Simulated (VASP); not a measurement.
# ZnS: single point with PBE

Crystal: ZnS.

```xyz
2
Lattice="0.0000 2.7065 2.6941 2.6941 0.0000 2.6941 2.6941 2.7065 0.0000" Properties=species:S:1:pos:R:3 pbc="T T T"
Zn    1.3470    1.3532    1.3470
S     0.0000    0.0000    0.0000
```

This cell differs from its parent crystal: uniaxial y strain +0.5%.

* Program: VASP 6.6.1
* Task: single point
* Functional: PBE
* Potentials or basis: VASP PAW PBE potentials, release 64 (Zn, S)
* Cutoff: 520 eV
* k mesh: 8 × 8 × 8
* Occupations: fermi-dirac, width 0.02 eV
* Spin: no spin polarisation
* Dipole correction: no
* Further INCAR settings: ALGO = Normal; EDIFF = 1e-06; NBANDS = 16

```
Pressure               : 2.1 GPa
Band gap on the k mesh : 2.13 eV, direct
```

Stress tensor (GPa, compression positive):
```
2.15 0.00 0.00
0.00 1.97 0.00
0.00 0.00 2.15
```

Levels at points of the mesh, in eV from the valence-band top:
```tsv
k point	band 5	band 6	band 7	band 8	band 9	band 10	band 11	band 12	band 13	band 14
(0.00, 0.00, 0.00)	-5.86	-5.86	-0.02	0.00	0.00	2.13	6.39	6.39	6.39	11.72
(0.50, 0.00, 0.00)	-5.83	-5.65	-5.32	-0.89	-0.86	3.31	6.90	6.94	8.89	12.18
(0.50, 0.50, 0.00)	-5.78	-5.64	-4.57	-2.25	-2.24	3.38	4.05	11.02	11.97	12.01
(0.50, 0.00, 0.50)	-5.78	-5.65	-4.60	-2.22	-2.22	3.41	4.10	10.97	12.00	12.00
```

Wall time 34 s on 1 thread of Intel(R) Xeon(R) Platinum 8259CL CPU @ 2.50GHz (Skylake/Cascade Lake), with other jobs on the host, peak memory 0.17 GiB.

Caveat: the cell differs from its parent crystal (uniaxial y strain +0.5%).
